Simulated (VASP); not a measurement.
A run of VASP 6.6.1 is set up as follows.

POSCAR

```
ZnGa3
1.0
    4.1482020059      0.0000000000      0.0000000000
    0.0000000000      4.1482020059      0.0000000000
    0.0000000000      0.0000000000      4.1482020059
Zn Ga
1 3
Direct
    0.0000000000      0.0000000000      0.0000000000
    0.0000000000      0.5000000000      0.5000000000
    0.5000000000      0.0000000000      0.5000000000
    0.5000000000      0.5000000000      0.0000000000
```

The input INCAR.step1:

```
  ALGO = Normal
  EDIFF = 1E-4
  ENCUT = 520
  GGA = PE
  ISMEAR = 0
  LASPH = T
  LCHARG = F
  LREAL = F
  LWAVE = T
  NBANDS = 34
  NELM = 100
  PREC = Accurate
  SIGMA = 0.1
```

The input INCAR.step2:

```
  ALGO = Normal
  EDIFF = 1E-7
  ENCUT = 520
  ISIF = 2
  ISMEAR = 0
  ISTART = 1
  LASPH = T
  LCHARG = T
  LELF = T
  LMIXTAU = T
  LREAL = F
  LVHAR = T
  LWAVE = F
  METAGGA = R2SCAN
  NBANDS = 34
  NELM = 100
  PREC = Accurate
  SIGMA = 0.1
```

File KPOINTS:

```
k-points
0
Gamma
  10 10 10
```

Potentials or basis: VASP PAW PBE potentials, release 64 (Zn, Ga_d).

Run with:

```sh
$ cat potpaw_PBE.64/Zn/POTCAR potpaw_PBE.64/Ga_d/POTCAR > POTCAR
$ cp INCAR.step1 INCAR
$ mpirun -np 1 vasp_std > vasp.out
$ cp INCAR.step2 INCAR
$ mpirun -np 1 vasp_std > vasp.out
```

**Question.** Estimate the pressure.

**Answer.** -3.1 GPa.

Caveat: the PAW data sets were made with another functional, which shifts forces and pressure a little.
